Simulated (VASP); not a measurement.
# PtS2 (I4_1/amd) in VASP: relaxation of cell and atoms with LDA

Aim: the relaxation of cell and atoms of PtS2 with LDA.

All numbers are computed with VASP 6.6.1; they aren't measurements. Logs are shortened: lines on timing, memory, paths and dates and some standing lists are left out, and cuts for length are marked.

**1. The cell of the first run**

It takes space group I4_1/amd (No. 141, tetragonal). The conventional cell has a = 4.716 Å, b = 4.716 Å, c = 11.863 Å, α = 90.00°, β = 90.00°, γ = 90.00°. Within 3.1 Å of Pt (site symmetry -4m2) lie 6 S at 2.34 to 2.44 Å. S (site symmetry 2mm) has 3 Pt at 2.34 to 2.44 Å and 2 S at 2.92 Å within 3.1 Å.

**2. Relaxation of cell and atoms, LDA**

File INCAR:

```
PREC = Accurate
ENCUT = 600
EDIFF = 1E-6
ISMEAR = -1
SIGMA = 0.02
LREAL = F
LASPH = T
NELM = 60
ALGO = Normal
ISIF = 3
LWAVE = F
LCHARG = F
GGA = CA
IBRION = 2
NSW = 80
EDIFFG = -0.005
```

File KPOINTS:

```
Automatic mesh
0
Gamma
  8 8 8
```

File POSCAR:

```
PtS2
1.0
   -2.3580389827      2.3580389827      5.9316117940
    2.3580389827     -2.3580389827      5.9316117940
    2.3580389827      2.3580389827     -5.9316117940
Pt S
2 4
Direct
    0.7500000000      0.2500000000      0.5000000000
    0.0000000000      0.0000000000      0.0000000000
    0.5524576075      0.0524576075      0.5000000000
    0.8024576075      0.8024576075      0.0000000000
    0.1975423925      0.1975423925      0.0000000000
    0.9475423925      0.4475423925      0.5000000000
```

Potentials or basis: VASP PAW LDA potentials, release 64 (Pt, S).

The run is started by

```bash
> cat potpaw_LDA.64/Pt/POTCAR potpaw_LDA.64/S/POTCAR > POTCAR
> mpirun -np 1 vasp_std > vasp.out
```

OUTCAR:

```text
PREC = Accurate
   ENCUT = 600
   EDIFF = 1E-6
   ISMEAR = -1
   LREAL = F
   LASPH = T
   NELM = 60
   ISIF = 3
   GGA = CA
   IBRION = 2
   NSW = 80
   EDIFFG = -0.005

 ion  position               nearest neighbor table
   1  0.750  0.250  0.500-   3 2.34   6 2.34   5 2.44   4 2.44   4 2.44   5 2.44
   2  0.000  0.000  0.000-   4 2.34   5 2.34   3 2.44   6 2.44   3 2.44   6 2.44
   3  0.552  0.052  0.500-   1 2.34   2 2.44   2 2.44
   4  0.802  0.802  0.000-   2 2.34   1 2.44   1 2.44
   5  0.198  0.198  0.000-   2 2.34   1 2.44   1 2.44
   6  0.948  0.448  0.500-   1 2.34   2 2.44   2 2.44

  LATTYP: Found a body centered tetragonal cell.
 ALAT       =     4.7160779654
 C/A-ratio  =     2.5154850439

  Lattice vectors:

 A1 = (  -2.3580389827,   2.3580389827,   5.9316117940)
 A2 = (   2.3580389827,  -2.3580389827,   5.9316117940)
 A3 = (   2.3580389827,   2.3580389827,  -5.9316117940)

Analysis of symmetry for initial positions (statically):
=====================================================================
 Subroutine PRICEL returns:
 Original cell was already a primitive cell.

 Routine SETGRP: Setting up the symmetry group for a
 body centered tetragonal supercell.

 Subroutine GETGRP returns: Found 16 space group operations
 (whereof  8 operations were pure point group operations)
 out of a pool of 16 trial point group operations.

The static configuration has the point symmetry D_2d.
 The point group associated with its full space group is D_4h.

Analysis of symmetry for dynamics (positions and initial velocities):
=====================================================================
 Subroutine PRICEL returns:
 Original cell was already a primitive cell.

 Routine SETGRP: Setting up the symmetry group for a
 body centered tetragonal supercell.

 Subroutine GETGRP returns: Found 16 space group operations
 (whereof  8 operations were pure point group operations)
 out of a pool of 16 trial point group operations.

The dynamic configuration has the point symmetry D_2d.
 The point group associated with its full space group is D_4h.

 Subroutine INISYM returns: Found 16 space group operations
 (whereof  8 operations are pure point group operations),
 and found     1 'primitive' translations

----------------------------------------------------------------------------------------

                                     Primitive cell

  volume of cell :     131.9273

  direct lattice vectors                    reciprocal lattice vectors
    -2.358038983  2.358038983  5.931611794     0.000000000  0.212040600  0.084294121
     2.358038983 -2.358038983  5.931611794     0.212040600  0.000000000  0.084294121
     2.358038983  2.358038983 -5.931611794     0.212040600  0.212040600  0.000000000

  length of vectors
     6.804756731  6.804756731  6.804756731     0.228181320  0.228181320  0.299870692

  position of ions in fractional coordinates (direct lattice)
     0.750000000  0.250000000  0.500000000
     0.000000000  0.000000000  0.000000000
     0.552457608  0.052457608  0.500000000
     0.802457608  0.802457608  0.000000000
     0.197542392  0.197542392  0.000000000
     0.947542392  0.447542392  0.500000000

  ion indices of the primitive-cell ions
   primitive index   ion index
                 1           1
                 2           2
                 3           3
                 4           4
                 5           5
                 6           6

----------------------------------------------------------------------------------------

 KPOINTS: Automatic mesh

Automatic generation of k-mesh.
 Grid dimensions read from file:
 generate k-points for:    8    8    8

 Generating k-lattice:

  Cartesian coordinates                     Fractional coordinates (reciprocal lattice)
     0.000000000  0.026505075  0.010536765     0.125000000  0.000000000  0.000000000
     0.026505075  0.000000000  0.010536765     0.000000000  0.125000000  0.000000000
     0.026505075  0.026505075  0.000000000     0.000000000  0.000000000  0.125000000

  Length of vectors
     0.028522665  0.028522665  0.037483836

  Shift w.r.t. Gamma in fractional coordinates (k-lattice)
     0.000000000  0.000000000  0.000000000

 Subroutine IBZKPT returns following result:
 ===========================================

 Found     59 irreducible k-points:

 Following reciprocal coordinates:
            Coordinates               Weight
  0.000000  0.000000  0.000000      1.000000
  0.125000  0.000000  0.000000      8.000000
  0.250000  0.000000  0.000000      8.000000
  0.375000  0.000000 -0.000000      8.000000
  0.500000  0.000000  0.000000      4.000000
  0.125000  0.125000  0.000000      8.000000
[... 16 lines left out ...]
  0.250000  0.125000  0.125000     16.000000
  0.375000  0.125000  0.125000      8.000000
 [... further k-points ...]
   k-points           NKPTS =     59   k-points in BZ     NKDIM =     59   number of bands    NBANDS=     26
   number of dos      NEDOS =    301   number of ions     NIONS =      6
   total plane-waves  NPLWV = 157464
   dimension x,y,z NGX =    54 NGY =   54 NGZ =   54
   dimension x,y,z NGXF=   108 NGYF=  108 NGZF=  108
   ions per type =               2   4
   NGX,Y,Z   is equivalent  to a cutoff of  13.19, 13.19, 13.19 a.u.
   NGXF,Y,Z  is equivalent  to a cutoff of  26.39, 26.39, 26.39 a.u.
 SYSTEM =  unknown system
   PREC   = accura    normal or accurate (medium, high low for compatibility)
   ISTART =      0    job   : 0-new  1-cont  2-samecut
   ICHARG =      2    charge: 1-file 2-atom 10-const
   ISPIN  =      1    spin polarized calculation?
   LNONCOLLINEAR =      F non collinear calculations
   LSORBIT =      F    spin-orbit coupling
   LASPH  =      T    aspherical Exc in radial PAW
   ENCUT  =  600.0 eV  44.10 Ry    6.64 a.u.  13.59 13.59 13.59*2*pi/ulx,y,z
   NELM   =     60;   NELMIN=  2; NELMDL= -5     # of ELM steps
   EDIFF  = 0.1E-05   stopping-criterion for ELM
   LREAL  =      F    real-space projection
   EDIFFG = -.5E-02   stopping-criterion for IOM
   NSW    =     80    number of steps for IOM
   IBRION =      2    ionic relax: 0-MD 1-quasi-New 2-CG
   NFREE  =      1    steps in history (QN), initial steepest desc. (CG)
   ISIF   =      3    stress and relaxation
   ISYM   =      2    0-nonsym 1-usesym 2-fastsym
   POTIM  = 0.5000    time-step for ionic-motion
   TEBEG  =    0.0;   TEEND  =   0.0 temperature during run
   PSTRESS=    0.0 pullay stress
   NELECT =      44.0000    total number of electrons
   NUPDOWN=      -1.0000    fix difference up-down
   EMIN   =  10.00;   EMAX   =-10.00  energy-range for DOS
   EFERMI =   0.00;   METHOD = LEGACY
   ISMEAR =    -1;   SIGMA  =   0.02  broadening in eV -4-tet -1-fermi 0-gaus
   EFERMI_NEDOS =   21; number of points for ismear=-14 and -15
   IALGO  =     38    algorithm
   IMIX   =      4    mixing-type and parameters
     AMIX     =   0.40;   BMIX     =  1.00
     AMIX_MAG =   1.60;   BMIX_MAG =  1.00
  volume/ion in A,a.u.               =      21.99       148.38
  Fermi-wavevector in a.u.,A,eV,Ry     =   1.135309  2.145423 17.536917  1.288927
  Thomas-Fermi vector in A             =   2.272014
   LORBIT       =      0    0 simple, 1 ext, 2 COOP (PROOUT), +10 PAW based schemes
   GGA     = CA    functional components
   LHFCALC =     F    Hartree Fock is set to
   AEXX    =    0.0000 exact exchange contribution
   IVDW    =     0    specifies the selected vdW correction
   LEPSILON=     F    determine dielectric tensor
   LRPA    =     F    only Hartree local field effects (RPA)
 conjugate gradient relaxation of ions
 non-spin polarized calculation
  energy-cutoff  :      600.00
  volume of cell :      131.93
 maximum number of plane-waves:      4429
   NGX = 27   NGY = 27   NGZ = 27

--------------------------------------- Ionic step        1  -------------------------------------------

 number of electron      43.9999998 magnetization

 Free energy of the ion-electron system (eV)
  ---------------------------------------------------
  ext. energy  EPLUGINS =         0.00000000
  ---------------------------------------------------
  free energy    TOTEN  =       -33.69475589 eV

  energy without entropy =      -33.68907705  energy(sigma->0) =      -33.69191647

 E-fermi :   4.1256     XC(G=0):  -9.8875

 val. band max:        4.1230772290   @ k =  -0.2500   0.2500   0.2500
 cond. band min:       4.1345588858   @ k =  -0.1250   0.1250   0.1250
 fundamental gap:      0.0114816567
 Fermi energy:         4.1255923307

 k-point     1 :       0.0000    0.0000    0.0000
  band No.  band energies     occupation
      1     -10.3423      2.00000
      2      -8.9570      2.00000
      3      -8.3563      2.00000
      4      -7.7742      2.00000
      5      -2.3041      2.00000
      6      -2.2316      2.00000
[... 685 lines left out ...]
     25       6.6418      0.00000
     26       6.7736      0.00000

 [... further k-points ...]

------------------------ aborting loop because EDIFF is reached ----------------------------------------

  FORCE on cell =-STRESS in cart. coord.  units (eV):
  Direction    XX          YY          ZZ          XY          YZ          ZX
  --------------------------------------------------------------------------------------
  -------------------------------------------------------------------------------------
  Total       -4.4243361     -4.4243361     -5.5651343      0.0000000     -0.0000000      0.0000000
  in kB      -53.7308878    -53.7308878    -67.5851927      0.0000000     -0.0000000      0.0000000
  external PRESSURE =     -58.3489895 kB  Pullay stress =       0.0000000 kB
[... 305 lines left out ...]
  energy  without entropy=      -33.8320091675  energy(sigma->0) =      -33.83326384

--------------------------------------- Ionic step        9  -------------------------------------------

 number of electron      44.0000001 magnetization

 Free energy of the ion-electron system (eV)
  ---------------------------------------------------
  ext. energy  EPLUGINS =         0.00000000
  ---------------------------------------------------
  free energy    TOTEN  =       -33.83454377 eV

  energy without entropy =      -33.83206014  energy(sigma->0) =      -33.83330195

 E-fermi :   4.9073     XC(G=0): -10.1556

 val. band max:        4.8810766344   @ k =  -0.1250   0.2500   0.1250
 cond. band min:       4.9384942097   @ k =  -0.2500   0.1250   0.0000
 fundamental gap:      0.0574175753
 Fermi energy:         4.9073042316

 k-point     1 :       0.0000    0.0000    0.0000
  band No.  band energies     occupation
      1     -10.0688      2.00000
      2      -8.5493      2.00000
      3      -7.9398      2.00000
      4      -7.2826      2.00000
      5      -2.0193      2.00000
      6      -1.9554      2.00000
[... 685 lines left out ...]
     25       7.5143      0.00000
     26       7.6970      0.00000

 [... further k-points ...]

------------------------ aborting loop because EDIFF is reached ----------------------------------------

  FORCE on cell =-STRESS in cart. coord.  units (eV):
  Direction    XX          YY          ZZ          XY          YZ          ZX
  --------------------------------------------------------------------------------------
  -------------------------------------------------------------------------------------
  Total       -0.0200083     -0.0200083      0.0261789      0.0000000     -0.0000000      0.0000000
  in kB       -0.2576428     -0.2576428      0.3371005      0.0000000     -0.0000000      0.0000000
  external PRESSURE =      -0.0593951 kB  Pullay stress =       0.0000000 kB
[... 21 lines left out ...]
  FREE ENERGIE OF THE ION-ELECTRON SYSTEM (eV)
  ---------------------------------------------------
  free  energy   TOTEN  =       -33.8345437668 eV

  energy  without entropy=      -33.8320601376  energy(sigma->0) =      -33.83330195

 reached required accuracy - stopping structural energy minimisation
```

Run time: 51 min. Hardware: 1 thread of AMD EPYC 7R13, shared host; peak memory 0.43 GiB.

What came out:

| Property | Result |
| --- | --- |
| Free energy | -33.8345 eV |
| Relaxed volume | 20.74 Å³/atom |
| Relaxed cell | a = 6.699 Å, b = 6.699 Å, c = 6.699 Å, α = 139.74°, β = 139.74°, γ = 58.25° |
| Space group after relaxing (to 0.1 Å) | I4_1/amd (No. 141) |
| Energy gained by relaxing | 23.3 meV/atom |
| Ionic steps | 9 |
| Pressure after relaxing | 0.0 GPa |
| Band gap on the k mesh | zero (bands 22 and 23 overlap by 0.47 eV) |

Forces in eV/Å, atoms in the order of the input:
```
Pt   0.000  0.000  0.000
Pt   0.000  0.000  0.000
S    0.000  0.000 -0.003
S    0.000  0.000 -0.003
S    0.000  0.000  0.003
S    0.000  0.000  0.003
```

The path:
```tsv
step	energy change (eV)	largest force (eV/Å)	pressure (GPa)	volume (Å³)
1	0.0000	0.2335	-5.83	131.93
2	0.1537	1.1449	10.22	117.22
3	-0.1243	0.2323	-0.41	125.71
4	-0.1244	0.2428	-0.27	125.58
5	-0.1391	0.0426	0.16	124.07
6	-0.1398	0.0038	0.07	124.33
7	-0.1398	0.0085	0.05	124.36
8	-0.1398	0.0035	-0.11	124.50
9	-0.1398	0.0028	-0.01	124.42
```

Final structure:
```yaml
crystal:
  lattice:
    - [-2.30548, 2.30548, 5.85221]
    - [2.30548, -2.30548, 5.85221]
    - [2.30548, 2.30548, -5.85221]
  atoms:
    - { symbol: Pt, position: [0.75000, 0.25000, 0.50000] }
    - { symbol: Pt, position: [0.00000, 0.00000, 0.00000] }
    - { symbol: S, position: [0.55216, 0.05216, 0.50000] }
    - { symbol: S, position: [0.80216, 0.80216, 0.00000] }
    - { symbol: S, position: [0.19784, 0.19784, 0.00000] }
    - { symbol: S, position: [0.94784, 0.44784, 0.50000] }
```

Levels at points of the mesh, in eV from the Fermi level:
| k point | band 18 | band 19 | band 20 | band 21 | band 22 | band 23 | band 24 | band 25 | band 26 |
| --- | --- | --- | --- | --- | --- | --- | --- | --- | --- |
| (0.00, 0.00, 0.00) | -1.67 | -1.07 | -0.99 | -0.92 | -0.92 | 0.30 | 0.40 | 0.40 | 1.07 |
| (0.50, 0.00, 0.00) | -1.86 | -1.51 | -1.26 | -0.65 | 0.06 | 0.17 | 0.33 | 2.41 | 2.54 |
| (0.50, 0.50, 0.00) | -2.39 | -0.50 | -0.50 | -0.36 | -0.36 | 2.48 | 2.48 | 2.52 | 2.52 |
| (0.50, 0.50, 0.50) | -1.61 | -1.55 | -1.55 | -0.58 | -0.58 | 0.35 | 0.35 | 0.55 | 0.55 |

Caveat: spin-orbit coupling is left out, which moves the levels of the heavy elements.
